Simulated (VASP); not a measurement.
# Se (Pm-3m) in VASP: notebook, part 2 of 2

VASP 6.6.1.

## (3) Single point, RPBE (volume scaled by 0.88)

INCAR reads:

```
ALGO     = Normal         # electronic algorithm
EDIFF    = 1E-7           # SCF threshold, eV
ENCUT    = 520            # plane-wave cutoff, eV
GGA      = RP             # functional
ISIF     = 2              # what is computed and relaxed
ISMEAR   = -1             # smearing method
LASPH    = T              # aspherical terms in the spheres
LCHARG   = F              # write CHGCAR
LREAL    = F              # projectors in reciprocal space
LWAVE    = F              # write WAVECAR
NBANDS   = 9              # bands
NELM     = 60             # most SCF steps
PREC     = Accurate       # precision mode
SIGMA    = 0.1            # smearing width, eV
```

KPOINTS reads:

```
k-points
0
Gamma
  12 12 12
```

POSCAR reads:

```
Se
1.0
    2.7362373638      0.0000000000      0.0000000000
    0.0000000000      2.7362373638      0.0000000000
    0.0000000000      0.0000000000      2.7362373638
Se
1
Direct
    0.0000000000      0.0000000000      0.0000000000
```

Potentials or basis: VASP PAW PBE potentials, release 64 (Se).

Run with:

```
cat potpaw_PBE.64/Se/POTCAR > POTCAR
mpirun -np 1 vasp_std > vasp.out
```

OUTCAR:

```text
EDIFF = 1E-7
   ENCUT = 520
   GGA = RP
   ISIF = 2
   ISMEAR = -1
   LASPH = T
   LREAL = F
   NELM = 60
   PREC = Accurate

 ion  position               nearest neighbor table
   1  0.000  0.000  0.000-

  LATTYP: Found a simple cubic cell.
 ALAT       =     2.7362373638

  Lattice vectors:

 A1 = (   2.7362373638,   0.0000000000,   0.0000000000)
 A2 = (   0.0000000000,   2.7362373638,   0.0000000000)
 A3 = (   0.0000000000,   0.0000000000,   2.7362373638)

Analysis of symmetry for initial positions (statically):
=====================================================================
 Subroutine PRICEL returns:
 Original cell was already a primitive cell.

 Routine SETGRP: Setting up the symmetry group for a
 simple cubic supercell.

 Subroutine GETGRP returns: Found 48 space group operations
 (whereof 48 operations were pure point group operations)
 out of a pool of 48 trial point group operations.

The static configuration has the point symmetry O_h .

Analysis of symmetry for dynamics (positions and initial velocities):
=====================================================================
 Subroutine PRICEL returns:
 Original cell was already a primitive cell.

 Routine SETGRP: Setting up the symmetry group for a
 simple cubic supercell.

 Subroutine GETGRP returns: Found 48 space group operations
 (whereof 48 operations were pure point group operations)
 out of a pool of 48 trial point group operations.

The dynamic configuration has the point symmetry O_h .

 Subroutine INISYM returns: Found 48 space group operations
 (whereof 48 operations are pure point group operations),
 and found     1 'primitive' translations

----------------------------------------------------------------------------------------

                                     Primitive cell

  volume of cell :      20.4862

  direct lattice vectors                    reciprocal lattice vectors
     2.736237364  0.000000000  0.000000000     0.365465370  0.000000000  0.000000000
     0.000000000  2.736237364  0.000000000     0.000000000  0.365465370  0.000000000
     0.000000000  0.000000000  2.736237364     0.000000000  0.000000000  0.365465370

  length of vectors
     2.736237364  2.736237364  2.736237364     0.365465370  0.365465370  0.365465370

  position of ions in fractional coordinates (direct lattice)
     0.000000000  0.000000000  0.000000000

  ion indices of the primitive-cell ions
   primitive index   ion index
                 1           1

----------------------------------------------------------------------------------------

 KPOINTS: k-points

Automatic generation of k-mesh.
 Grid dimensions read from file:
 generate k-points for:   12   12   12

 Generating k-lattice:

  Cartesian coordinates                     Fractional coordinates (reciprocal lattice)
     0.030455447  0.000000000  0.000000000     0.083333333  0.000000000  0.000000000
     0.000000000  0.030455447  0.000000000     0.000000000  0.083333333  0.000000000
     0.000000000  0.000000000  0.030455447     0.000000000  0.000000000  0.083333333

  Length of vectors
     0.030455447  0.030455447  0.030455447

  Shift w.r.t. Gamma in fractional coordinates (k-lattice)
     0.000000000  0.000000000  0.000000000

 Subroutine IBZKPT returns following result:
 ===========================================

 Found     84 irreducible k-points:

 Following reciprocal coordinates:
            Coordinates               Weight
  0.000000  0.000000  0.000000      1.000000
  0.083333  0.000000  0.000000      6.000000
  0.166667  0.000000  0.000000      6.000000
  0.250000  0.000000  0.000000      6.000000
  0.333333  0.000000  0.000000      6.000000
  0.416667  0.000000  0.000000      6.000000
[... 16 lines left out ...]
  0.333333  0.333333  0.000000     12.000000
  0.416667  0.333333  0.000000     24.000000
 [... further k-points ...]
   k-points           NKPTS =     84   k-points in BZ     NKDIM =     84   number of bands    NBANDS=      9
   number of dos      NEDOS =    301   number of ions     NIONS =      1
   total plane-waves  NPLWV =   8000
   dimension x,y,z NGX =    20 NGY =   20 NGZ =   20
   dimension x,y,z NGXF=    40 NGYF=   40 NGZF=   40
   ions per type =               1
   NGX,Y,Z   is equivalent  to a cutoff of  12.15, 12.15, 12.15 a.u.
   NGXF,Y,Z  is equivalent  to a cutoff of  24.30, 24.30, 24.30 a.u.
 SYSTEM =  unknown system
   PREC   = accura    normal or accurate (medium, high low for compatibility)
   ISTART =      0    job   : 0-new  1-cont  2-samecut
   ICHARG =      2    charge: 1-file 2-atom 10-const
   ISPIN  =      1    spin polarized calculation?
   LNONCOLLINEAR =      F non collinear calculations
   LSORBIT =      F    spin-orbit coupling
   LASPH  =      T    aspherical Exc in radial PAW
   ENCUT  =  520.0 eV  38.22 Ry    6.18 a.u.   5.09  5.09  5.09*2*pi/ulx,y,z
   NELM   =     60;   NELMIN=  2; NELMDL= -5     # of ELM steps
   EDIFF  = 0.1E-06   stopping-criterion for ELM
   LREAL  =      F    real-space projection
   EDIFFG = 0.1E-05   stopping-criterion for IOM
   NSW    =      0    number of steps for IOM
   IBRION =     -1    ionic relax: 0-MD 1-quasi-New 2-CG
   NFREE  =      0    steps in history (QN), initial steepest desc. (CG)
   ISIF   =      2    stress and relaxation
   ISYM   =      2    0-nonsym 1-usesym 2-fastsym
   POTIM  = 0.5000    time-step for ionic-motion
   TEBEG  =    0.0;   TEEND  =   0.0 temperature during run
   PSTRESS=    0.0 pullay stress
   NELECT =       6.0000    total number of electrons
   NUPDOWN=      -1.0000    fix difference up-down
   EMIN   =  10.00;   EMAX   =-10.00  energy-range for DOS
   EFERMI =   0.00;   METHOD = LEGACY
   ISMEAR =    -1;   SIGMA  =   0.10  broadening in eV -4-tet -1-fermi 0-gaus
   EFERMI_NEDOS =   21; number of points for ismear=-14 and -15
   IALGO  =     38    algorithm
   IMIX   =      4    mixing-type and parameters
     AMIX     =   0.40;   BMIX     =  1.00
     AMIX_MAG =   1.60;   BMIX_MAG =  1.00
  volume/ion in A,a.u.               =      20.49       138.25
  Fermi-wavevector in a.u.,A,eV,Ry     =   1.087188  2.054488 16.081796  1.181979
  Thomas-Fermi vector in A             =   2.223342
   LORBIT       =      0    0 simple, 1 ext, 2 COOP (PROOUT), +10 PAW based schemes
   GGA     = RP    functional components
   LHFCALC =     F    Hartree Fock is set to
   AEXX    =    0.0000 exact exchange contribution
   IVDW    =     0    specifies the selected vdW correction
   LEPSILON=     F    determine dielectric tensor
   LRPA    =     F    only Hartree local field effects (RPA)
 non-spin polarized calculation
  energy-cutoff  :      520.00
  volume of cell :       20.49
 maximum number of plane-waves:       568
   NGX = 11   NGY = 11   NGZ = 11

 number of electron       6.0000002 magnetization

 Free energy of the ion-electron system (eV)
  ---------------------------------------------------
  ext. energy  EPLUGINS =         0.00000000
  ---------------------------------------------------
  free energy    TOTEN  =        -2.86151712 eV

  energy without entropy =       -2.84514046  energy(sigma->0) =       -2.85332879

 E-fermi :   6.0651     XC(G=0): -10.2723

 val. band max:        6.0545384601   @ k =   0.5000   0.5000   0.2500
 cond. band min:       6.1124489805   @ k =   0.4167   0.1667   0.0833
 fundamental gap:      0.0579105204
 Fermi energy:         6.0650761757

 k-point     1 :       0.0000    0.0000    0.0000
  band No.  band energies     occupation
      1     -10.9162      2.00000
      2       7.5835      0.00000
      3       7.5835      0.00000
      4       7.5835      0.00000
      5      13.5840      0.00000
      6      13.5840      0.00000
      7      14.6093      0.00000
      8      29.1734      0.00000
      9      29.1734      0.00000

 k-point     2 :       0.0833    0.0000    0.0000
  band No.  band energies     occupation
      1     -10.8048      2.00000
      2       6.3903      0.07446
      3       7.6731      0.00000
      4       7.6731      0.00000
      5      13.6908      0.00000
      6      14.2425      0.00000
      7      15.4893      0.00000
      8      27.4168      0.00000
      9      27.4168      0.00000
[... 253 lines left out ...]
 k-point    24 :       0.4167    0.3333    0.0000
  band No.  band energies     occupation
      1      -7.1497      2.00000
      2       0.1604      2.00000
      3       2.0296      2.00000
      4      10.2143      0.00000
      5      10.6673      0.00000
      6      18.4388      0.00000
      7      21.6887      0.00000
      8      23.1396      0.00000
      9      23.3775      0.00000

 [... further k-points ...]
[... 5 lines left out ...]
  --------------------------------------------------------------------------------------
  -------------------------------------------------------------------------------------
  Total        1.4325311      1.4325311      1.4325311     -0.0000000     -0.0000000      0.0000000
  in kB      112.0349018    112.0349018    112.0349018     -0.0000000     -0.0000000      0.0000000
  external PRESSURE =     112.0349018 kB  Pullay stress =       0.0000000 kB

 VOLUME and BASIS-vectors are now :
 -----------------------------------------------------------------------------
  energy-cutoff  :      520.00
  volume of cell :       20.49
      direct lattice vectors                 reciprocal lattice vectors
     2.736237364  0.000000000  0.000000000     0.365465370  0.000000000  0.000000000
     0.000000000  2.736237364  0.000000000     0.000000000  0.365465370  0.000000000
     0.000000000  0.000000000  2.736237364     0.000000000  0.000000000  0.365465370

 POSITION                                       TOTAL-FORCE (eV/Angst)
 -----------------------------------------------------------------------------------
      0.00000      0.00000      0.00000         0.000000      0.000000      0.000000
 -----------------------------------------------------------------------------------
    total drift:                                0.000000     -0.000000      0.000000

  FREE ENERGIE OF THE ION-ELECTRON SYSTEM (eV)
  ---------------------------------------------------
  free  energy   TOTEN  =        -2.8615171214 eV

  energy  without entropy=       -2.8451404595  energy(sigma->0) =       -2.85332879
```

Wall time 7.5 s (1 thread of Intel Xeon 6975P-C, shared host); peak memory 0.13 GiB.

Results:

- Free energy: -2.8615 eV
- Pressure: 11.2 GPa
- Band gap on the k mesh: zero (band 3 reaches 9.26 eV, above the bottom of band 4 at 2.29 eV)

Caveat: the PAW data sets were made with another functional, which shifts forces and pressure a little.
